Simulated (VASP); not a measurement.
Wanted: the native input for a VASP 6.6.1 run.

```yaml
Task: density of states
Functional: PBE
Potentials_or_basis: VASP PAW PBE potentials, release 64 (Tl_d)
Cutoff: 520 eV
k_mesh: 15 × 15 × 15
Occupations: fermi-dirac, width 0.08 eV
Spin: no spin polarisation
Dipole_correction: no
k_mesh_for_the_DOS: 23 × 23 × 23
Occupations_for_the_DOS: tetrahedron
Further_INCAR_settings: ALGO = Normal; EDIFF = 1e-06
```

The system is Tl.

```
CELL_PARAMETERS angstrom
-1.98934 1.98934 1.98934
1.98934 -1.98934 1.98934
1.98934 1.98934 -1.98934
ATOMIC_POSITIONS crystal
Tl 0.00000 0.00000 0.00000
```

One way to write it, as run:

POSCAR

```
Tl
1.0
   -1.9893391070      1.9893391070      1.9893391070
    1.9893391070     -1.9893391070      1.9893391070
    1.9893391070      1.9893391070     -1.9893391070
Tl
1
Direct
    0.0000000000      0.0000000000      0.0000000000
```

INCAR.step1

```
SYSTEM = Tl
PREC = Accurate
ENCUT = 520
EDIFF = 1E-6
ISMEAR = -1
SIGMA = 0.08
LREAL = .FALSE.
LASPH = .TRUE.
NELM = 100
ALGO = Normal
ISIF = 2
LWAVE = .FALSE.
LCHARG = .TRUE.
GGA = PE
NBANDS = 12
```

KPOINTS.step1

```
Automatic mesh
0
G
  15 15 15
  0 0 0
```

INCAR.step2

```
SYSTEM = Tl
PREC = Accurate
ENCUT = 520
EDIFF = 1E-6
ISMEAR = -5
SIGMA = 0.08
LREAL = .FALSE.
LASPH = .TRUE.
NELM = 100
ALGO = Normal
ISIF = 2
LWAVE = .FALSE.
LCHARG = .FALSE.
GGA = PE
LORBIT = 11
NEDOS = 2001
ICHARG = 11
```

KPOINTS.step2

```
Automatic mesh
0
G
  23 23 23
  0 0 0
```

Potentials or basis: VASP PAW PBE potentials, release 64 (Tl_d).

Command:

```sh
$ cat potpaw_PBE.64/Tl_d/POTCAR > POTCAR
$ cp INCAR.step1 INCAR
$ cp KPOINTS.step1 KPOINTS
$ mpirun -np 1 vasp_std > vasp.out
$ cp INCAR.step2 INCAR
$ cp KPOINTS.step2 KPOINTS
$ mpirun -np 1 vasp_std > vasp.out
```

Results of the run:

| Property | Result |
| --- | --- |
| Valence electrons inside the program's atomic spheres | Tl 11.18 |

Caveat: spin-orbit coupling is left out, which moves the levels of the heavy elements.

It took 49 s on 1 thread of AMD EPYC 9R45 96-Core Processor (Zen 5) (shared host), peak memory 0.22 GiB.
